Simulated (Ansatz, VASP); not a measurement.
**Two plane-wave programs on BeGa2C2**

```xyz
5
Lattice="8.4657 0.0000 0.0000 0.0000 1.5072 2.5454 0.0000 -1.5072 2.5454" Properties=species:S:1:pos:R:3 pbc="T T T"
Be    0.0000    0.0000    1.9007
Ga    5.6941    0.0000    0.1682
Ga    2.7715    0.0000    0.1682
C     0.6695    0.0000    0.1745
C     7.7962    0.0000    0.1745
```

Change from the starting cell: the structure that the rattled cell fell into.

Alike in both runs: task single point; functional PBE; k mesh 2 × 6 × 6; occupations gaussian, width 0.1 eV; no spin polarisation.

|  | VASP | Ansatz |
| --- | --- | --- |
| version | VASP 6.6.1 | Ansatz 0.2.0 |
| potentials or method | VASP PAW PBE potentials, release 64 (Be, Ga_d, C_h), cutoff 1300 eV | scalar-relativistic, plane waves, PAW |
| valence electrons in the cell | 36 | 36 |

Ansatz gave:

| Property | Result |
| --- | --- |
| gap on the k mesh at the Fermi level (eV) | none |
| pressure (GPa) | 0.6 |
| traceless stress, the component that is largest in VASP (GPa) | 2.08 |
| rms of the force components (eV/Å) | 0.095 |

Q: Estimate VASP's values.

A: gap on the k mesh at the Fermi level (eV): none; pressure (GPa): 0.6; traceless stress, the component that is largest in VASP (GPa): 2.07; rms of the force components (eV/Å): 0.101.

Atom by atom the forces differ by 0.007 eV/Å (rms over components). A gap of «none» marks a metal or a gap that the smearing closes.

The k mesh is coarse, so the values compare programs but aren't converged.
